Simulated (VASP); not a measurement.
Wanted: the native input for a VASP 6.6.1 run.

- Task: single point
- Functional: PBE
- Potentials or basis: VASP PAW PBE potentials, release 64 (O)
- Cutoff: 520 eV
- k mesh: 8 × 6 × 10
- Occupations: fermi-dirac, width 0.02 eV
- Spin: no spin polarisation
- Dipole correction: no
- Further INCAR settings: ALGO = Normal; EDIFF = 1e-07; NBANDS = 20

The structure of O lies in POSCAR:

```
O
1.0
    4.0422516979     -0.1150020608     -0.0511314365
   -0.1145443497      4.0261634352      0.0000000000
   -1.0645949049      0.0302877250      2.7914438287
O
4
Direct
    0.3443815586      0.6797420020      0.6676107296
    0.6649141113      0.6888226747      0.8271993309
    0.6556184414      0.3202579980      0.3323892704
    0.3350858887      0.3111773253      0.1728006691
```

This cell differs from its parent crystal: shear xy strain -5.7%.

One way to write it, as run:

INCAR

```
SYSTEM = O
  ALGO = Normal
  EDIFF = 1E-7
  ENCUT = 520
  GGA = PE
  ISIF = 2
  ISMEAR = -1
  LASPH = .True.
  LCHARG = .True.
  LELF = .True.
  LREAL = .False.
  LVHAR = .True.
  LWAVE = .False.
  NBANDS = 20
  NELM = 80
  PREC = Accurate
  SIGMA = 0.02
```

KPOINTS

```
k-points
0
Gamma
  8 6 10
  0 0 0
```

Potentials or basis: VASP PAW PBE potentials, release 64 (O).

Run with:

```bash
$ cat potpaw_PBE.64/O/POTCAR > POTCAR
$ mpirun -np 1 vasp_std > vasp.out
```

It gave:

```
Pressure               : 9.5 GPa
Largest force          : 2.027 eV/Å
Band gap on the k mesh : 0.92 eV (least direct gap 0.95 eV)
```

Caveat: the cell differs from its parent crystal (shear xy strain -5.7%); the standard files for N, O and F lose accuracy on very short bonds; spin is off for a triplet molecule; the cell stands under pressure; this functional lacks dispersion, which holds the molecules together, so the pressure and a relaxed volume are unreliable; forces of over 1 eV/Å act on the atoms, so gaps and moduli don't describe the material at rest.

Wall time 3.8 min on 1 thread of Intel Xeon 8259CL (shared host), peak memory 0.26 GiB.
